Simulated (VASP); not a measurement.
# TiCo3 (Pm-3m) in VASP: a series of runs

The runs below take TiCo3 through single point, relaxation of cell and atoms, with LDA.

Program: VASP 6.6.1. These are calculated values, not measurements. Logs are shortened: lines on timing, memory, paths and dates and some standing lists are left out, and cuts for length are marked.

### Step 1. The cell of the first run

The structure is cubic, space group Pm-3m (No. 221). The conventional cell has a = 3.471 Å, b = 3.471 Å, c = 3.471 Å, α = 90.00°, β = 90.00°, γ = 90.00°. Ti (site symmetry m-3m) has 12 Co at 2.45 Å within 3.2 Å. Co (site symmetry 4/mmm) has 4 Ti at 2.45 Å and 8 Co at 2.45 Å within 3.2 Å.

### Step 2. Single point, LDA (10.45 Å³/atom)

Contents of INCAR:

```
PREC = Accurate
ENCUT = 520
EDIFF = 1E-6
ISMEAR = -1
SIGMA = 0.15
LREAL = F
LASPH = T
NELM = 60
ALGO = Fast
ISIF = 2
LWAVE = F
LCHARG = T
GGA = CA
LELF = T
LVHAR = T
NBANDS = 28
```

Contents of KPOINTS:

```
Automatic mesh
0
Gamma
  12 12 12
```

Contents of POSCAR:

```
TiCo3
1.0
    3.4707694716      0.0000000000      0.0000000000
    0.0000000000      3.4707694716      0.0000000000
    0.0000000000      0.0000000000      3.4707694716
Ti Co
1 3
Direct
    0.0000000000      0.0000000000      0.0000000000
    0.0000000000      0.5000000000      0.5000000000
    0.5000000000      0.0000000000      0.5000000000
    0.5000000000      0.5000000000      0.0000000000
```

Potentials or basis: VASP PAW LDA potentials, release 64 (Ti_sv, Co).

Command:

```
> cat potpaw_LDA.64/Ti_sv/POTCAR potpaw_LDA.64/Co/POTCAR > POTCAR
> mpirun -np 1 vasp_std > vasp.out
```

OUTCAR:

```text
PREC = Accurate
   ENCUT = 520
   EDIFF = 1E-6
   ISMEAR = -1
   LREAL = F
   LASPH = T
   NELM = 60
   ISIF = 2
   GGA = CA

 ion  position               nearest neighbor table
   1  0.000  0.000  0.000-   2 2.45   3 2.45   4 2.45   2 2.45   3 2.45   2 2.45   4 2.45   2 2.45
                             3 2.45   4 2.45   3 2.45   4 2.45
   2  0.000  0.500  0.500-   1 2.45   3 2.45   4 2.45   1 2.45   4 2.45   1 2.45   3 2.45   1 2.45
                             3 2.45   4 2.45   4 2.45   3 2.45
   3  0.500  0.000  0.500-   1 2.45   2 2.45   4 2.45   1 2.45   4 2.45   2 2.45   4 2.45   4 2.45
                             1 2.45   2 2.45   1 2.45   2 2.45
   4  0.500  0.500  0.000-   1 2.45   2 2.45   3 2.45   2 2.45   3 2.45   1 2.45   3 2.45   3 2.45
                             1 2.45   2 2.45   2 2.45   1 2.45

  LATTYP: Found a simple cubic cell.
 ALAT       =     3.4707694716

  Lattice vectors:

 A1 = (   3.4707694716,   0.0000000000,   0.0000000000)
 A2 = (   0.0000000000,   3.4707694716,   0.0000000000)
 A3 = (   0.0000000000,   0.0000000000,   3.4707694716)

Analysis of symmetry for initial positions (statically):
=====================================================================
 Subroutine PRICEL returns:
 Original cell was already a primitive cell.

 Routine SETGRP: Setting up the symmetry group for a
 simple cubic supercell.

 Subroutine GETGRP returns: Found 48 space group operations
 (whereof 48 operations were pure point group operations)
 out of a pool of 48 trial point group operations.

The static configuration has the point symmetry O_h .

Analysis of symmetry for dynamics (positions and initial velocities):
=====================================================================
 Subroutine PRICEL returns:
 Original cell was already a primitive cell.

 Routine SETGRP: Setting up the symmetry group for a
 simple cubic supercell.

 Subroutine GETGRP returns: Found 48 space group operations
 (whereof 48 operations were pure point group operations)
 out of a pool of 48 trial point group operations.

The dynamic configuration has the point symmetry O_h .

 Subroutine INISYM returns: Found 48 space group operations
 (whereof 48 operations are pure point group operations),
 and found     1 'primitive' translations

----------------------------------------------------------------------------------------

                                     Primitive cell

  volume of cell :      41.8097

  direct lattice vectors                    reciprocal lattice vectors
     3.470769472  0.000000000  0.000000000     0.288120547  0.000000000  0.000000000
     0.000000000  3.470769472  0.000000000     0.000000000  0.288120547  0.000000000
     0.000000000  0.000000000  3.470769472     0.000000000  0.000000000  0.288120547

  length of vectors
     3.470769472  3.470769472  3.470769472     0.288120547  0.288120547  0.288120547

  position of ions in fractional coordinates (direct lattice)
     0.000000000  0.000000000  0.000000000
     0.000000000  0.500000000  0.500000000
     0.500000000  0.000000000  0.500000000
     0.500000000  0.500000000  0.000000000

  ion indices of the primitive-cell ions
   primitive index   ion index
                 1           1
                 2           2
                 3           3
                 4           4

----------------------------------------------------------------------------------------

 KPOINTS: Automatic mesh

Automatic generation of k-mesh.
 Grid dimensions read from file:
 generate k-points for:   12   12   12

 Generating k-lattice:

  Cartesian coordinates                     Fractional coordinates (reciprocal lattice)
     0.024010046  0.000000000  0.000000000     0.083333333  0.000000000  0.000000000
     0.000000000  0.024010046  0.000000000     0.000000000  0.083333333  0.000000000
     0.000000000  0.000000000  0.024010046     0.000000000  0.000000000  0.083333333

  Length of vectors
     0.024010046  0.024010046  0.024010046

  Shift w.r.t. Gamma in fractional coordinates (k-lattice)
     0.000000000  0.000000000  0.000000000

 Subroutine IBZKPT returns following result:
 ===========================================

 Found     84 irreducible k-points:

 Following reciprocal coordinates:
            Coordinates               Weight
  0.000000  0.000000  0.000000      1.000000
  0.083333  0.000000  0.000000      6.000000
  0.166667  0.000000  0.000000      6.000000
  0.250000  0.000000  0.000000      6.000000
  0.333333  0.000000  0.000000      6.000000
  0.416667  0.000000  0.000000      6.000000
[... 16 lines left out ...]
  0.333333  0.333333  0.000000     12.000000
  0.416667  0.333333  0.000000     24.000000
 [... further k-points ...]
   k-points           NKPTS =     84   k-points in BZ     NKDIM =     84   number of bands    NBANDS=     28
   number of dos      NEDOS =    301   number of ions     NIONS =      4
   total plane-waves  NPLWV =  21952
   dimension x,y,z NGX =    28 NGY =   28 NGZ =   28
   dimension x,y,z NGXF=    56 NGYF=   56 NGZF=   56
   ions per type =               1   3
   NGX,Y,Z   is equivalent  to a cutoff of  13.41, 13.41, 13.41 a.u.
   NGXF,Y,Z  is equivalent  to a cutoff of  26.82, 26.82, 26.82 a.u.
 SYSTEM =  unknown system
   PREC   = accura    normal or accurate (medium, high low for compatibility)
   ISTART =      0    job   : 0-new  1-cont  2-samecut
   ICHARG =      2    charge: 1-file 2-atom 10-const
   ISPIN  =      1    spin polarized calculation?
   LNONCOLLINEAR =      F non collinear calculations
   LSORBIT =      F    spin-orbit coupling
   LASPH  =      T    aspherical Exc in radial PAW
   ENCUT  =  520.0 eV  38.22 Ry    6.18 a.u.   6.45  6.45  6.45*2*pi/ulx,y,z
   NELM   =     60;   NELMIN=  2; NELMDL= -5     # of ELM steps
   EDIFF  = 0.1E-05   stopping-criterion for ELM
   LREAL  =      F    real-space projection
   EDIFFG = 0.1E-04   stopping-criterion for IOM
   NSW    =      0    number of steps for IOM
   IBRION =     -1    ionic relax: 0-MD 1-quasi-New 2-CG
   NFREE  =      0    steps in history (QN), initial steepest desc. (CG)
   ISIF   =      2    stress and relaxation
   ISYM   =      2    0-nonsym 1-usesym 2-fastsym
   POTIM  = 0.5000    time-step for ionic-motion
   TEBEG  =    0.0;   TEEND  =   0.0 temperature during run
   PSTRESS=    0.0 pullay stress
   NELECT =      39.0000    total number of electrons
   NUPDOWN=      -1.0000    fix difference up-down
   EMIN   =  10.00;   EMAX   =-10.00  energy-range for DOS
   EFERMI =   0.00;   METHOD = LEGACY
   ISMEAR =    -1;   SIGMA  =   0.15  broadening in eV -4-tet -1-fermi 0-gaus
   EFERMI_NEDOS =   21; number of points for ismear=-14 and -15
   IALGO  =     68    algorithm
   IMIX   =      4    mixing-type and parameters
     AMIX     =   0.40;   BMIX     =  1.00
     AMIX_MAG =   1.60;   BMIX_MAG =  1.00
  volume/ion in A,a.u.               =      10.45        70.54
  Fermi-wavevector in a.u.,A,eV,Ry     =   1.599573  3.022754 34.812305  2.558632
  Thomas-Fermi vector in A             =   2.696844
   LORBIT       =      0    0 simple, 1 ext, 2 COOP (PROOUT), +10 PAW based schemes
   GGA     = CA    functional components
   LHFCALC =     F    Hartree Fock is set to
   AEXX    =    0.0000 exact exchange contribution
   IVDW    =     0    specifies the selected vdW correction
   LEPSILON=     F    determine dielectric tensor
   LRPA    =     F    only Hartree local field effects (RPA)
 non-spin polarized calculation
 RMM-DIIS sequential band-by-band and
  energy-cutoff  :      520.00
  volume of cell :       41.81
 maximum number of plane-waves:      1146
 NGX is ok and might be reduce to    28
   NGX = 13   NGY = 13   NGZ = 13

 number of electron      38.9999965 magnetization

 Free energy of the ion-electron system (eV)
  ---------------------------------------------------
  ext. energy  EPLUGINS =         0.00000000
  ---------------------------------------------------
  free energy    TOTEN  =       -34.57755656 eV

  energy without entropy =      -34.20372124  energy(sigma->0) =      -34.39063890

 E-fermi :  11.3547     XC(G=0): -14.1095

 val. band max:       11.3520291882   @ k =   0.4167   0.0833   0.0000
 cond. band min:      11.3584627223   @ k =   0.3333   0.1667   0.0833
 fundamental gap:      0.0064335341
 Fermi energy:        11.3547366738

 k-point     1 :       0.0000    0.0000    0.0000
  band No.  band energies     occupation
      1     -44.2484      2.00000
      2     -20.9103      2.00000
      3     -20.9103      2.00000
      4     -20.9103      2.00000
      5       2.9729      2.00000
      6       6.5037      2.00000
[... 20 lines left out ...]
     27      15.1794      0.00000
     28      15.1794      0.00000

 k-point     2 :       0.0833    0.0000    0.0000
  band No.  band energies     occupation
      1     -44.2478      2.00000
      2     -20.9170      2.00000
      3     -20.9107      2.00000
      4     -20.9107      2.00000
      5       3.0744      2.00000
      6       6.5532      2.00000
[... 20 lines left out ...]
     27      15.9035      0.00000
     28      15.9038      0.00000

 k-point     3 :       0.1667    0.0000    0.0000
  band No.  band energies     occupation
      1     -44.2464      2.00000
      2     -20.9352      2.00000
      3     -20.9117      2.00000
      4     -20.9117      2.00000
      5       3.3734      2.00000
      6       6.6786      2.00000
[... 20 lines left out ...]
     27      16.8605      0.00000
     28      16.8605      0.00000

 k-point     4 :       0.2500    0.0000    0.0000
  band No.  band energies     occupation
      1     -44.2443      2.00000
      2     -20.9599      2.00000
      3     -20.9132      2.00000
      4     -20.9132      2.00000
      5       3.8535      2.00000
      6       6.8043      2.00000
[... 578 lines left out ...]
     27      18.1505      0.00000
     28      18.3408      0.00000

 k-point    23 :       0.3333    0.3333    0.0000
  band No.  band energies     occupation
      1     -44.2380      2.00000
      2     -20.9792      2.00000
      3     -20.9702      2.00000
      4     -20.9182      2.00000
      5       5.7421      2.00000
      6       7.7816      2.00000
[... 20 lines left out ...]
     27      16.5595      0.00000
     28      18.9432      0.00000

 k-point    24 :       0.4167    0.3333    0.0000
  band No.  band energies     occupation
      1     -44.2370      2.00000
      2     -20.9897      2.00000
      3     -20.9719      2.00000
      4     -20.9191      2.00000
      5       6.3228      2.00000
      6       7.5573      2.00000
[... 20 lines left out ...]
     27      16.7985      0.00000
     28      18.0409      0.00000

 [... further k-points ...]

------------------------ aborting loop because EDIFF is reached ----------------------------------------

  FORCE on cell =-STRESS in cart. coord.  units (eV):
  Direction    XX          YY          ZZ          XY          YZ          ZX
  --------------------------------------------------------------------------------------
  -------------------------------------------------------------------------------------
  Total        1.2704044      1.2704044      1.2704044      0.0000000     -0.0000000      0.0000000
  in kB       48.6827690     48.6827690     48.6827690      0.0000000     -0.0000000      0.0000000
  external PRESSURE =      48.6827690 kB  Pullay stress =       0.0000000 kB

 VOLUME and BASIS-vectors are now :
 -----------------------------------------------------------------------------
  energy-cutoff  :      520.00
  volume of cell :       41.81
      direct lattice vectors                 reciprocal lattice vectors
     3.470769472  0.000000000  0.000000000     0.288120547  0.000000000  0.000000000
     0.000000000  3.470769472  0.000000000     0.000000000  0.288120547  0.000000000
     0.000000000  0.000000000  3.470769472     0.000000000  0.000000000  0.288120547

 POSITION                                       TOTAL-FORCE (eV/Angst)
 -----------------------------------------------------------------------------------
      0.00000      0.00000      0.00000         0.000000      0.000000      0.000000
      0.00000      1.73538      1.73538         0.000000      0.000000      0.000000
      1.73538      0.00000      1.73538         0.000000      0.000000      0.000000
      1.73538      1.73538      0.00000         0.000000      0.000000      0.000000
 -----------------------------------------------------------------------------------
    total drift:                                0.000000      0.000000      0.000000

  FREE ENERGIE OF THE ION-ELECTRON SYSTEM (eV)
  ---------------------------------------------------
  free  energy   TOTEN  =       -34.5775565552 eV

  energy  without entropy=      -34.2037212430  energy(sigma->0) =      -34.39063890
```

Wall time 93 s (1 thread of Intel Xeon Platinum 8488C (Sapphire Rapids), shared host); peak memory 0.2 GiB.

Results:

```yaml
Free_energy: -34.5776 eV
Pressure: 4.9 GPa
Band_gap_on_the_k_mesh: zero (an odd number of electrons rules out a gap without spin polarisation)
```

Caveat: the cell stands under pressure; the run has no spin polarisation, though such a crystal can be magnetic.

(Continued in part 2 of 2.)
